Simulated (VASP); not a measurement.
Here is a VASP 6.6.1 calculation.

File INCAR:

```
SYSTEM = CoSi2
  PREC = Accurate
  ENCUT = 520
  EDIFF = 1E-6
  ISMEAR = 0
  SIGMA = 0.1
  LREAL = .False.
  LASPH = .True.
  NELM = 80
  ALGO = Normal
  ISIF = 2
  LWAVE = .False.
  LCHARG = .False.
  GGA = PS
  NBANDS = 16
  ISYM = 0
```

File KPOINTS:

```
Automatic mesh
0
Gamma
  9 9 12
  0 0 0
```

POSCAR

```
CoSi2
1.0
    3.8330525705     -0.0000036646     -0.0069755540
   -1.9165294588      3.3195263969      0.0000000000
    1.9110769514      1.1033607924      3.0191771114
Co Si
1 2
Direct
    0.0000000000      0.0000000000      0.0000000000
    0.4925864892      0.7462932446      0.7590884460
    0.5074135108      0.2537067554      0.2409115540
```

Potentials or basis: VASP PAW PBE potentials, release 64 (Co, Si).

Run with:

```sh
$ cat potpaw_PBE.64/Co/POTCAR potpaw_PBE.64/Si/POTCAR > POTCAR
$ mpirun -np 1 vasp_std > vasp.out
```

Problem. What does it give for the largest force?

Solution. 0.006 eV/Å.

Problem. Predict the band gap on the k mesh.

Solution. Zero (an odd number of electrons rules out a gap without spin polarisation).

Stress tensor (GPa, compression positive):
```
-7.05 -0.05  0.01
-0.05 -6.99  0.01
 0.01  0.01  0.00
```

Caveat: the stress differs along the axes, from -7 to -0 GPa; the PAW data sets were made with another functional, which shifts forces and pressure a little; the run has no spin polarisation, though such a crystal can be magnetic. Spin polarisation is off, so any magnetic state and its effect on volume and gap are missing.
